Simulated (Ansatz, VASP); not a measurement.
**SnTe3: VASP beside Ansatz**

```xyz
4
Lattice="0.0000 3.8736 3.8736 3.8736 0.0000 3.8736 3.8736 3.8736 0.0000" Properties=species:S:1:pos:R:3 pbc="T T T"
Sn    0.0000    0.0000    0.0000
Te    1.9368    1.9368    1.9368
Te    5.8105    5.8105    5.8105
Te    3.8736    3.8736    3.8736
```

Alike in both runs: functional PBE; k mesh 4 × 4 × 4; occupations fermi-dirac, width 0.1 eV; no spin polarisation.

Ansatz relaxed the structure, and its values are those at the end. VASP's run is a single point on that final structure, the one shown.

|  | VASP | Ansatz |
| --- | --- | --- |
| version | VASP 6.6.1 | Ansatz 0.2.0 |
| potentials or method | VASP PAW PBE potentials, release 64 (Sn_d, Te) | plane waves, PAW |
| plane-wave cutoff (eV) | 500 | 420 |
| valence electrons in the cell | 32 | 62 |

Ansatz gave:

| Item | Value |
| --- | --- |
| pressure (GPa) | 0.0 |

Q: What did VASP give for the same quantities?

A: Pressure (GPa): -0.1.

VASP's potentials hold 32 valence electrons a cell and Ansatz's 62, so a difference there can come from the potentials and not from the codes.

Neither program's run includes spin-orbit coupling.
